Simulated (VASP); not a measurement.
Input of a VASP 6.6.1 run:

Contents of INCAR:

```
SYSTEM = Sr
PREC = Accurate ; ENCUT = 520
EDIFF = 1E-6 ; ISMEAR = 0
SIGMA = 0.1 ; LREAL = .False.
LASPH = .True. ; NELM = 80
ALGO = Fast ; ISIF = 2
LWAVE = .False. ; LCHARG = .False.
GGA = PE ; NBANDS = 28
```

File KPOINTS:

```
regular mesh
0
Gamma
  8 8 8
  0 0 0
```

Contents of POSCAR:

```
Sr
1.0
   -4.1525582285      4.1525582285      3.6253433306
    4.1525582285     -4.1525582285      3.6253433306
    4.1525582285      4.1525582285     -3.6253433306
Sr
4
Direct
    0.1594483589      0.6594483589      0.8188967078
    0.8405516411      0.3405516411      0.1811032922
    0.6594483589      0.8405516411      0.5000000000
    0.3405516411      0.1594483589      0.5000000000
```

Potentials or basis: VASP PAW PBE potentials, release 64 (Sr_sv).

Launch:

```bash
$ cat potpaw_PBE.64/Sr_sv/POTCAR > POTCAR
$ mpirun -np 1 vasp_std > vasp.out
```

(1) Predict the largest force.

(2) Predict the pressure.

(3) What does it give for the band gap on the k mesh?

Answers

(1) 0.346 eV/Å.

(2) -0.2 GPa.

(3) zero (bands 20 and 21 overlap by 0.56 eV).

Caveat: the cell differs from its parent crystal (strained).
